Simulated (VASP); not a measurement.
# Ta5N (P-3m1) in VASP: a series of runs, part 2 of 2

VASP 6.6.1.

**3. Relaxation of cell and atoms, PBE**

This run uses another cell than the first one, of 14.90 Å³/atom.

INCAR reads:

```
PREC = Accurate
ENCUT = 600
EDIFF = 1E-7
ISMEAR = 0
SIGMA = 0.2
LREAL = F
LASPH = T
NELM = 60
ALGO = Normal
ISIF = 3
LWAVE = F
LCHARG = F
GGA = PE
IBRION = 2
NSW = 36
EDIFFG = -0.08
```

KPOINTS reads:

```
regular mesh
0
Gamma
  6 6 2
```

POSCAR reads:

```
Ta5N
1.0
    3.0000000000      0.0000000000      0.0000000000
   -1.5000000000      2.5980762100      0.0000000000
    0.0000000000      0.0000000000     11.4700000000
Ta N
5 1
Direct
    0.6666666700      0.3333333300      0.8950000000
    0.3333333300      0.6666666700      0.1050000000
    0.6666666700      0.3333333300      0.3020000000
    0.3333333300      0.6666666700      0.6980000000
    0.0000000000      0.0000000000      0.5000000000
    0.0000000000      0.0000000000      0.0000000000
```

Potentials or basis: VASP PAW PBE potentials, release 64 (Ta_pv, N).

The run is started by

```bash
cat potpaw_PBE.64/Ta_pv/POTCAR potpaw_PBE.64/N/POTCAR > POTCAR
mpirun -np 1 vasp_std > vasp.out
```

OUTCAR:

```text
PREC = Accurate
   ENCUT = 600
   EDIFF = 1E-7
   ISMEAR = 0
   LREAL = F
   LASPH = T
   NELM = 60
   ISIF = 3
   GGA = PE
   IBRION = 2
   NSW = 36
   EDIFFG = -0.08

 ion  position               nearest neighbor table
   1  0.667  0.333  0.895-   6 2.11   6 2.11   6 2.11   4 2.85   4 2.85   4 2.85   2 2.97   2 2.97
                             2 2.97
   2  0.333  0.667  0.105-   6 2.11   6 2.11   6 2.11   3 2.85   3 2.85   3 2.85   1 2.97   1 2.97
                             1 2.97
   3  0.667  0.333  0.302-   2 2.85   2 2.85   2 2.85   5 2.86   5 2.86   5 2.86
   4  0.333  0.667  0.698-   1 2.85   1 2.85   1 2.85   5 2.86   5 2.86   5 2.86
   5  0.000  0.000  0.500-   3 2.86   4 2.86   4 2.86   3 2.86   3 2.86   4 2.86
   6  0.000  0.000  0.000-   1 2.11   2 2.11   2 2.11   1 2.11   1 2.11   2 2.11

  LATTYP: Found a hexagonal cell.
 ALAT       =     3.0000000000
 C/A-ratio  =     3.8233333333

  Lattice vectors:

 A1 = (   3.0000000000,   0.0000000000,   0.0000000000)
 A2 = (  -1.5000000000,   2.5980762100,   0.0000000000)
 A3 = (   0.0000000000,   0.0000000000,  11.4700000000)

Analysis of symmetry for initial positions (statically):
=====================================================================
 Subroutine PRICEL returns:
 Original cell was already a primitive cell.

 Routine SETGRP: Setting up the symmetry group for a
 hexagonal supercell.

 Subroutine GETGRP returns: Found 12 space group operations
 (whereof 12 operations were pure point group operations)
 out of a pool of 24 trial point group operations.

The static configuration has the point symmetry D_3d.

Analysis of symmetry for dynamics (positions and initial velocities):
=====================================================================
 Subroutine PRICEL returns:
 Original cell was already a primitive cell.

 Routine SETGRP: Setting up the symmetry group for a
 hexagonal supercell.

[... 123 lines left out ...]
  Fermi-wavevector in a.u.,A,eV,Ry     =   1.433331  2.708602 27.952310  2.054437
  Thomas-Fermi vector in A             =   2.552861
   LORBIT       =      0    0 simple, 1 ext, 2 COOP (PROOUT), +10 PAW based schemes
   GGA     = PE    functional components
   LHFCALC =     F    Hartree Fock is set to
   AEXX    =    0.0000 exact exchange contribution
   IVDW    =     0    specifies the selected vdW correction
   LEPSILON=     F    determine dielectric tensor
   LRPA    =     F    only Hartree local field effects (RPA)
 conjugate gradient relaxation of ions
 non-spin polarized calculation
 Gauss-broadening in eV      SIGMA  =   0.20
  energy-cutoff  :      600.00
  volume of cell :       89.40
 maximum number of plane-waves:      3018
 NGX is ok and might be reduce to    24
   NGX = 11   NGY = 11   NGZ = 45

--------------------------------------- Ionic step        1  -------------------------------------------

 number of electron      59.9999991 magnetization

 Free energy of the ion-electron system (eV)
  ---------------------------------------------------
  ext. energy  EPLUGINS =         0.00000000
  ---------------------------------------------------
  free energy    TOTEN  =       -68.52836083 eV

  energy without entropy =      -68.44949680  energy(sigma->0) =      -68.48892882

------------------------ aborting loop because EDIFF is reached ----------------------------------------

  FORCE on cell =-STRESS in cart. coord.  units (eV):
  Direction    XX          YY          ZZ          XY          YZ          ZX
  --------------------------------------------------------------------------------------
  -------------------------------------------------------------------------------------
  Total       12.9700802     12.9700802     16.0368769      0.0000000      0.0000000      0.0000000
  in kB      232.4431143    232.4431140    287.4046695      0.0000000      0.0000000      0.0000000
  external PRESSURE =     250.7636326 kB  Pullay stress =       0.0000000 kB
[... 101 lines left out ...]
  FREE ENERGIE OF THE ION-ELECTRON SYSTEM (eV)
  ---------------------------------------------------
  free  energy   TOTEN  =       -69.1807977104 eV

  energy  without entropy=      -69.0826211368  energy(sigma->0) =      -69.13170942

[... ionic steps 4 to 7 ...]

--------------------------------------- Ionic step        8  -------------------------------------------

 number of electron      60.0000010 magnetization

------------------------ aborting loop because EDIFF is reached ----------------------------------------
[... 75 lines left out ...]
--------------------------------------- Ionic step       10  -------------------------------------------

 number of electron      60.0000010 magnetization

 Free energy of the ion-electron system (eV)
  ---------------------------------------------------
  ext. energy  EPLUGINS =         0.00000000
  ---------------------------------------------------
  free energy    TOTEN  =       -69.21243177 eV

  energy without entropy =      -69.10731449  energy(sigma->0) =      -69.15987313

 E-fermi :   6.2882     XC(G=0): -12.5601

 val. band max:        6.2294436818   @ k =   0.5000   0.0000   0.0000
 cond. band min:       6.3136223501   @ k =   0.0000   0.0000   0.0000
 fundamental gap:      0.0841786683
 Fermi energy:         6.2881686742

 k-point     1 :       0.0000    0.0000    0.0000
  band No.  band energies     occupation
      1     -29.1071      2.00000
      2     -28.6974      2.00000
      3     -28.4751      2.00000
      4     -28.4751      2.00000
      5     -28.4340      2.00000
      6     -28.4340      2.00000
[... 568 lines left out ...]
  FREE ENERGIE OF THE ION-ELECTRON SYSTEM (eV)
  ---------------------------------------------------
  free  energy   TOTEN  =       -69.2124317714 eV

  energy  without entropy=      -69.1073144885  energy(sigma->0) =      -69.15987313

 reached required accuracy - stopping structural energy minimisation
```

OSZICAR:

```text
N       E                     dE             d eps       ncg     rms          rms(c)
DAV:   1     0.638926447656E+03    0.63893E+03   -0.36639E+04  1008   0.197E+03
DAV:   2    -0.378066491159E+02   -0.67673E+03   -0.66391E+03  1112   0.546E+02
DAV:   3    -0.720843039772E+02   -0.34278E+02   -0.33118E+02  1288   0.106E+02
[... 124 lines left out ...]
DAV:   5    -0.692124310291E+02   -0.14957E-04   -0.68193E-04  1220   0.164E-01    0.590E-02
DAV:   6    -0.692124245912E+02    0.64379E-05   -0.14047E-04  1212   0.753E-02    0.405E-02
DAV:   7    -0.692124330373E+02   -0.84461E-05   -0.19490E-05  1236   0.294E-02    0.988E-03
DAV:   8    -0.692124316534E+02    0.13839E-05   -0.10467E-05  1260   0.216E-02    0.323E-03
DAV:   9    -0.692124318266E+02   -0.17320E-06   -0.88349E-07  1100   0.573E-03    0.112E-03
DAV:  10    -0.692124317714E+02    0.55258E-07   -0.41682E-08   600   0.131E-03
  10 F= -.69212432E+02 E0= -.69159873E+02  d E =-.127457E-02
```

CONTCAR:

```text
Ta5N
   1.00000000000000
     3.0638987368931696   -0.0000000000000000    0.0000000000000000
    -1.5319493684465848    2.6534141393344002    0.0000000000000000
    -0.0000000000000000   -0.0000000000000000   12.0350580835370060
  Ta              N
     5     1
Direct
     0.6666666699999979    0.3333333300000021    0.8941652179225708
     0.3333333300000021    0.6666666699999979    0.1058347820774291
     0.6666666699999979    0.3333333300000021    0.3058431128725055
     0.3333333300000021    0.6666666699999979    0.6941568871274946
     0.0000000000000000    1.0000000000000000    0.5000000000000000
     0.0000000000000000    0.0000000000000000    0.0000000000000000

  0.00000000E+00  0.00000000E+00  0.00000000E+00
  0.00000000E+00  0.00000000E+00  0.00000000E+00
  0.00000000E+00  0.00000000E+00  0.00000000E+00
  0.00000000E+00  0.00000000E+00  0.00000000E+00
  0.00000000E+00  0.00000000E+00  0.00000000E+00
  0.00000000E+00  0.00000000E+00  0.00000000E+00
```

It took 4.2 min on 1 thread of Intel Xeon 6975P-C (Granite Rapids), shared host; peak memory 0.25 GiB.

What came out:

```yaml
Free_energy: -69.2124 eV
Relaxed_volume: 16.31 Å³/atom
Relaxed_cell: a = 3.064 Å, b = 3.064 Å, c = 12.035 Å, α = 90.00°, β = 90.00°, γ = 120.00°
Space_group_after_relaxing_to_0.1_Å: P-3m1 (No. 164)
Energy_gained_by_relaxing: 114.0 meV/atom
Ionic_steps: 10
Pressure_after_relaxing: 0.0 GPa
Largest_force_after_relaxing: 0.007 eV/Å
Band_gap_on_the_k_mesh: zero (bands 30 and 31 overlap by 0.85 eV)
```

Forces on the atoms (eV/Å):
```
Ta   0.000  0.000 -0.006
Ta   0.000  0.000  0.006
Ta   0.000  0.000  0.007
Ta   0.000  0.000 -0.007
Ta   0.000  0.000  0.000
N    0.000  0.000  0.000
```

The path:
| step | energy change (eV) | largest force (eV/Å) | pressure (GPa) | volume (Å³) |
| --- | --- | --- | --- | --- |
| 1 | 0.0000 | 1.0404 | 25.08 | 89.40 |
| 2 | 2.4699 | 1.0460 | -32.70 | 123.08 |
| 3 | -0.6524 | 0.4555 | -2.18 | 98.86 |
| 4 | -0.6571 | 0.4873 | -0.56 | 98.15 |
| 5 | -0.6571 | 0.4956 | -0.14 | 97.97 |
| 6 | -0.6810 | 0.1512 | 0.30 | 97.82 |
| 7 | -0.6811 | 0.1846 | 0.34 | 97.81 |
| 8 | -0.6827 | 0.0587 | -0.78 | 98.23 |
| 9 | -0.6828 | 0.0839 | -0.56 | 98.14 |
| 10 | -0.6841 | 0.0067 | -0.01 | 97.84 |

Final structure:
```
CELL_PARAMETERS angstrom
3.06390 0.00000 0.00000
-1.53195 2.65341 0.00000
0.00000 0.00000 12.03506
ATOMIC_POSITIONS crystal
Ta 0.66667 0.33333 0.89417
Ta 0.33333 0.66667 0.10583
Ta 0.66667 0.33333 0.30584
Ta 0.33333 0.66667 0.69416
Ta 0.00000 0.00000 0.50000
N 0.00000 0.00000 0.00000
```

Caveat: the k points lie up to 0.39 Å⁻¹ apart in the final cell, too coarse for converged energies and pressures of a metal; spin-orbit coupling is left out, which moves the levels of the heavy elements.

**4. Single point, PBE**

INCAR reads:

```
ALGO = Normal
EDIFF = 1E-6
ENCUT = 520
GGA = PE
ISIF = 2
ISMEAR = 0
LASPH = T
LCHARG = T
LELF = T
LREAL = F
LVHAR = T
LWAVE = F
NBANDS = 39
NELM = 80
PREC = Accurate
SIGMA = 0.1
```

KPOINTS reads:

```
k-points
0
Gamma
  12 12 4
```

POSCAR reads:

```
Ta5N
1.0
    3.0515834254      0.0000000000      0.0000000000
   -1.5257917127      2.6427487682      0.0000000000
    0.0000000000      0.0000000000     12.1285561931
Ta N
5 1
Direct
    0.6666666667      0.3333333333      0.8943722176
    0.3333333333      0.6666666667      0.1056277824
    0.6666666667      0.3333333333      0.3037922143
    0.3333333333      0.6666666667      0.6962077857
    0.0000000000      0.0000000000      0.5000000000
    0.0000000000      0.0000000000      0.0000000000
```

Potentials or basis: VASP PAW PBE potentials, release 64 (Ta_pv, N).

The run is started by

```bash
cat potpaw_PBE.64/Ta_pv/POTCAR potpaw_PBE.64/N/POTCAR > POTCAR
mpirun -np 1 vasp_std > vasp.out
```

OUTCAR:

```text
EDIFF = 1E-6
   ENCUT = 520
   GGA = PE
   ISIF = 2
   ISMEAR = 0
   LASPH = T
   LREAL = F
   NELM = 80
   PREC = Accurate

 ion  position               nearest neighbor table
   1  0.667  0.333  0.894-   6 2.18   6 2.18   6 2.18   4 2.98   4 2.98   4 2.98   2 3.11   2 3.11
                             2 3.11
   2  0.333  0.667  0.106-   6 2.18   6 2.18   6 2.18   3 2.98   3 2.98   3 2.98   1 3.11   1 3.11
                             1 3.11
   3  0.667  0.333  0.304-   5 2.96   5 2.96   5 2.96   2 2.98   2 2.98   2 2.98
   4  0.333  0.667  0.696-   5 2.96   5 2.96   5 2.96   1 2.98   1 2.98   1 2.98
   5  0.000  0.000  0.500-   3 2.96   4 2.96   3 2.96   4 2.96   3 2.96   4 2.96
   6  0.000  0.000  0.000-   1 2.18   2 2.18   1 2.18   2 2.18   1 2.18   2 2.18

  LATTYP: Found a hexagonal cell.
 ALAT       =     3.0515834254
 C/A-ratio  =     3.9745124096

  Lattice vectors:

 A1 = (   3.0515834254,   0.0000000000,   0.0000000000)
 A2 = (  -1.5257917127,   2.6427487682,   0.0000000000)
 A3 = (   0.0000000000,   0.0000000000,  12.1285561931)

Analysis of symmetry for initial positions (statically):
[... 187 lines left out ...]
 Fermi energy:         6.1811826314

 k-point     1 :       0.0000    0.0000    0.0000
  band No.  band energies     occupation
      1     -29.0839      2.00000
      2     -28.6903      2.00000
      3     -28.4279      2.00000
      4     -28.4279      2.00000
      5     -28.3889      2.00000
      6     -28.3889      2.00000
[... 997 lines left out ...]
     38       8.0120      0.00000
     39       8.3321      0.00000

 [... further k-points ...]

------------------------ aborting loop because EDIFF is reached ----------------------------------------

  FORCE on cell =-STRESS in cart. coord.  units (eV):
  Direction    XX          YY          ZZ          XY          YZ          ZX
  --------------------------------------------------------------------------------------
  -------------------------------------------------------------------------------------
  Total        0.0829675      0.0829675      0.0996244      0.0000000      0.0000000     -0.0000000
  in kB        1.3590273      1.3590273      1.6318723      0.0000000      0.0000000     -0.0000000
  external PRESSURE =       1.4499756 kB  Pullay stress =       0.0000000 kB

 VOLUME and BASIS-vectors are now :
 -----------------------------------------------------------------------------
  energy-cutoff  :      520.00
  volume of cell :       97.81
      direct lattice vectors                 reciprocal lattice vectors
     3.051583425  0.000000000  0.000000000     0.327698726  0.189196948  0.000000000
    -1.525791713  2.642748768  0.000000000     0.000000000  0.378393895  0.000000000
     0.000000000  0.000000000 12.128556193     0.000000000  0.000000000  0.082450045

 POSITION                                       TOTAL-FORCE (eV/Angst)
 -----------------------------------------------------------------------------------
      1.52579      0.88092     10.84744        -0.000000     -0.000000     -0.049478
     -0.00000      1.76183      1.28111         0.000000      0.000000      0.049478
      1.52579      0.88092      3.68456        -0.000000     -0.000000      0.004878
     -0.00000      1.76183      8.44400        -0.000000      0.000000     -0.004878
      0.00000      0.00000      6.06428         0.000000      0.000000     -0.000000
      0.00000      0.00000      0.00000         0.000000      0.000000     -0.000000
 -----------------------------------------------------------------------------------
    total drift:                               -0.000000      0.000000      0.000000

  FREE ENERGIE OF THE ION-ELECTRON SYSTEM (eV)
  ---------------------------------------------------
  free  energy   TOTEN  =       -69.2441131703 eV

  energy  without entropy=      -69.2292445463  energy(sigma->0) =      -69.23667886
```

stdout:

```text
POSCAR found type information on POSCAR TaN
 POSCAR found :  2 types and       6 ions
 scaLAPACK will be used
 LDA part: xc-table for (Slater+PW92), standard interpolation
 POSCAR, INCAR and KPOINTS ok, starting setup
 FFT: planning ... GRIDC
 FFT: planning ... GRID_SOFT
 FFT: planning ... GRID
 WAVECAR not read
 entering main loop
```

Wall time 2.2 min (1 thread of Intel Xeon 6975P-C (Granite Rapids), shared host); peak memory 0.35 GiB.

Results:

* Free energy: -69.2441 eV
* Pressure: 0.1 GPa
* Largest force: 0.049 eV/Å
* Band gap on the k mesh: zero (bands 30 and 31 overlap by 0.94 eV)

Forces on the atoms (eV/Å):
```
Ta   0.000  0.000 -0.049
Ta   0.000  0.000  0.049
Ta   0.000  0.000  0.005
Ta   0.000  0.000 -0.005
Ta   0.000  0.000  0.000
N    0.000  0.000  0.000
```

Caveat: spin-orbit coupling is left out, which moves the levels of the heavy elements.

**5. The runs side by side**

| task | cell | k mesh | cutoff (eV) | smearing | gap on the mesh (eV) | pressure (GPa) | largest force (eV/Å) |
| --- | --- | --- | --- | --- | --- | --- | --- |
| single point | a = 3.069, b = 3.069, c = 11.980 Å, angles 90.0, 90.0, 120.0°, 6 atoms, atomic positions A | 6 × 6 × 2 | 520 | gaussian 0.2 eV | none | 0.3 | 0.05 |
| relaxation of cell and atoms | relaxed from a = 3.000, b = 3.000, c = 11.470 Å, angles 90.0, 90.0, 120.0°, 6 atoms, atomic positions B | 6 × 6 × 2 | 600 | gaussian 0.2 eV | none | 0.0 | 0.01 |
| single point | a = 3.052, b = 3.052, c = 12.129 Å, angles 90.0, 90.0, 120.0°, 6 atoms, atomic positions C | 12 × 12 × 4 | 520 | gaussian 0.1 eV | none | 0.1 | 0.05 |

Alike in all rows: level PBE; potentials or basis VASP PAW PBE potentials, release 64 (Ta_pv, N); no spin polarisation.

Caveats: some runs use coarse meshes; spin-orbit coupling is left out, which moves the levels of the heavy elements.

Absolute energies hang on the potentials; compare differences alone.

The gap in the log of VASP goes by the Fermi energy; the results here count the filled bands.